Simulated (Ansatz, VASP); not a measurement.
# WS2: VASP beside Ansatz

Contents of INCAR:

```
ALGO = Normal ; EDIFF = 1E-7
EDIFFG = -0.01 ; ENCUT = 600
GGA = PE ; IBRION = 2
ISIF = 3 ; ISMEAR = -1
LASPH = T ; LCHARG = F
LREAL = F ; LWAVE = F
NELM = 80 ; NSW = 60
PREC = Accurate ; SIGMA = 0.05
```

File KPOINTS:

```
k-points
0
Gamma
  10 10 2
```

File POSCAR:

```
WS2
1.0
    3.1835163552      0.0000000000      0.0000000000
   -1.5917581776      2.7570060369      0.0000000000
    0.0000000000      0.0000000000     16.9505778900
W S
1 2
Direct
    0.0000000000      0.0000000000      0.0000000000
    0.3333333333      0.6666666667      0.0920005100
    0.3333333333      0.6666666667      0.9079994900
```

File input.yaml:

```yaml
crystal:
  lattice:
    - [3.1835163552, 0.0, 0.0]
    - [-1.5917581776, 2.7570060369, 0.0]
    - [0.0, 0.0, 16.95057789]
  atoms:
    - { symbol: W, position: [0.0, 0.0, 0.0] }
    - { symbol: S, position: [0.3333333333, 0.6666666667, 0.09200051] }
    - { symbol: S, position: [0.3333333333, 0.6666666667, 0.90799949] }
hamiltonian:
  xc: pbe
  pseudopotentials: { kind: paw }
kpoints:
  mp_grid: { grid: [10, 10, 2] }
scf:
  occupations: { method: fermi_dirac, width: 0.05 }
output:
  forces: true
  stress: true
  eigenvalues: true
relax:
  f_tol: 0.01
  max_steps: 40
  cell: { stress_tol: 0.05 }
```

Alike in both runs: task relaxation of cell and atoms; functional PBE; k mesh 10 × 10 × 2; occupations fermi-dirac, width 0.05 eV; no spin polarisation.

```csv
,VASP,Ansatz
version,VASP 6.6.1,Ansatz 0.2.0
potentials or method,"VASP PAW PBE potentials, release 64 (W_sv, S)",Ansatz PAW
plane-wave cutoff (eV),600,420
valence electrons in the cell,26,26
```

Ansatz gave:

```
gap on the k mesh at the Fermi level, each at its own relaxed structure (eV) : 2.03
relaxed volume (Å³/atom)                                                     : 49.75
relaxed cell length with the largest relative difference (Å)                 : 16.951
```

Q: What did VASP give for the same quantities?

A: gap on the k mesh at the Fermi level, each at its own relaxed structure (eV): 2.05; relaxed volume (Å³/atom): 49.93; relaxed cell length with the largest relative difference (Å): 17.026.

Neither program's run includes spin-orbit coupling. Noted on Ansatz's run: the plane-wave basis is chosen anew once the cell has moved, so the energies of steps on either side of that aren't comparable.
